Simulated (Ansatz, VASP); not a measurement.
**One calculation of SrTiO3, two programs**

Contents of INCAR:

```
ALGO = Normal
EDIFF = 1E-8
ENCUT = 520
GGA = PE
ISIF = 2
ISMEAR = -1
LASPH = True
LCHARG = False
LEFG = True
LREAL = False
LWAVE = False
NBANDS = 28
NELM = 60
PREC = Accurate
SIGMA = 0.05
```

File KPOINTS:

```
k-points
0
Gamma
  7 7 7
```

File POSCAR:

```
SrTiO3
1.0
    3.9050000000      0.0000000000      0.0000000000
    0.0000000000      3.9050000000      0.0000000000
    0.0000000000      0.0000000000      3.8659500000
Sr Ti O
1 1 3
Direct
    0.0000000000      0.0000000000      0.0000000000
    0.5000000000      0.5000000000      0.5000000000
    0.0000000000      0.5000000000      0.5000000000
    0.5000000000      0.0000000000      0.5000000000
    0.5000000000      0.5000000000      0.0000000000
```

Input for Ansatz:

```yaml
crystal:
  lattice:
    - [3.905, 0.0, 0.0]
    - [0.0, 3.905, 0.0]
    - [0.0, 0.0, 3.86595]
  atoms:
    - { symbol: Sr, position: [0.0, 0.0, 0.0] }
    - { symbol: Ti, position: [0.5, 0.5, 0.5] }
    - { symbol: O, position: [0.0, 0.5, 0.5] }
    - { symbol: O, position: [0.5, 0.0, 0.5] }
    - { symbol: O, position: [0.5, 0.5, 0.0] }
kpoints:
  mp_grid: { grid: [7, 7, 7] }
scf:
  occupations: { method: fermi_dirac, width: 0.05 }
hamiltonian:
  xc: pbe
  pseudopotentials: { kind: all_electron, datasets: crystal }
output:
  forces: true
  stress: true
  eigenvalues: true
  efg: { contact_densities: true }
```

Change from the starting cell: zz strain of -1 %, crystal datasets.

Alike in both runs: task electric field gradients; functional PBE; k mesh 7 × 7 × 7; occupations fermi-dirac, width 0.05 eV; no spin polarisation.

```csv
,VASP,Ansatz
version,VASP 6.6.1,Ansatz 0.2.0
potentials or method,"VASP PAW PBE potentials, release 64 (Sr_sv, Ti_sv, O), cutoff 520 eV","all-electron PAW with datasets made for the crystal, scalar-relativistic"
```

```csv
,VASP,Ansatz,Ansatz less VASP
gap on the k mesh at the Fermi level (eV),1.93,1.95,+0.026
pressure (GPa),7.0,6.3,-0.70
"traceless stress, the component that is largest in VASP (GPa)",1.73,1.70,-0.031
size of Vzz on the site where it differs most (V/Å²),7.4,8.4,+0.95
```

Ansatz ran all-electron here, and VASP with PAW potentials.
